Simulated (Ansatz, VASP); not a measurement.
**PbS: VASP beside Ansatz**

The input INCAR:

```
PREC = Accurate ; ENCUT = 520
EDIFF = 1E-6 ; ISMEAR = -1
SIGMA = 0.02 ; LREAL = False
LASPH = True ; NELM = 100
ALGO = Normal ; ISIF = 2
LWAVE = False ; LCHARG = False
GGA = PS ; NBANDS = 28
```

File KPOINTS:

```
regular mesh
0
Gamma
  6 6 4
```

The input POSCAR:

```
PbS
1.0
    2.0906681924     -3.6242958791      0.0000000000
    2.0906681924      3.6242958791      0.0000000000
    0.0000000000      0.0000000000      7.6839002915
Pb S
2 2
Direct
    0.0010316600      0.9989683400      0.4867318100
    0.9989683400      0.0010316600      0.9867318100
    0.6671454800      0.3328545200      0.6924681900
    0.3328545200      0.6671454800      0.1924681900
```

Input for Ansatz:

```yaml
crystal:
  lattice:
    - [2.0906681923560413, -3.6242958790517688, 0.0]
    - [2.0906681923560413, 3.6242958790517688, 0.0]
    - [0.0, 0.0, 7.683900291457615]
  atoms:
    - { symbol: Pb, position: [0.00103166, 0.99896834, 0.48673181] }
    - { symbol: Pb, position: [0.99896834, 0.00103166, 0.98673181] }
    - { symbol: S, position: [0.66714548, 0.33285452, 0.69246819] }
    - { symbol: S, position: [0.33285452, 0.66714548, 0.19246819] }
basis:
  ecutwfc: 420.0
kpoints:
  mp_grid:
    grid: [6, 6, 4]
hamiltonian:
  xc: pbesol
scf:
  occupations:
    method: fermi_dirac
    width: 0.02
output:
  stress: true
```

Alike in both runs: task single point; functional PBEsol; k mesh 6 × 6 × 4; occupations fermi-dirac, width 0.02 eV; no spin polarisation.

|  | VASP | Ansatz |
| --- | --- | --- |
| version | VASP 6.6.1 | Ansatz 0.2.0 |
| potentials or method | VASP PAW PBE potentials, release 64 (Pb_d, S), cutoff 520 eV | plane waves, PAW |
| valence electrons in the cell | 40 | 40 |

|  | VASP | Ansatz | Ansatz less VASP |
| --- | --- | --- | --- |
| pressure (GPa) | -3.9 | -3.9 | +0.04 |
| traceless stress, the component that is largest in VASP (GPa) | -0.35 | -0.35 | -0.001 |

VASP's potentials were made for PBE, not for PBEsol.

Neither program's run includes spin-orbit coupling.
